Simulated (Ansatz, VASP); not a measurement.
**LiCl: VASP beside Ansatz**

```xyz
2
Lattice="-0.0748 2.5579 2.5579 2.5579 -0.0748 2.5579 2.5579 2.5579 -0.0748" Properties=species:S:1:pos:R:3 pbc="T T T"
Li    0.0000    0.0000    0.0000
Cl    2.5205    2.5205    2.5205
```

Change from the starting cell: epitaxial_111 strain +3.0%.

Alike in both runs: task single point; functional r2SCAN; k mesh 8 × 8 × 8; no spin polarisation.

|  | VASP | Ansatz |
| --- | --- | --- |
| version | VASP 6.6.1 | Ansatz 0.2.0 |
| potentials or method | VASP PAW PBE potentials, release 64 (Li_sv, Cl) | plane waves, PAW |
| plane-wave cutoff (eV) | 520 | 500 |
| occupations | gaussian, width 0.01 eV | fixed |
| valence electrons in the cell | 10 | 10 |

Ansatz gave:

| Quantity | Value |
| --- | --- |
| gap on the k mesh at the Fermi level (eV) | 6.84 |

Problem. What did VASP give for the same quantities?

Solution. gap on the k mesh at the Fermi level (eV): 6.90.

VASP's potentials were made for PBE, not for r2SCAN.

Noted on VASP's run: the cutoff is short for stress, so the pressure is rough.
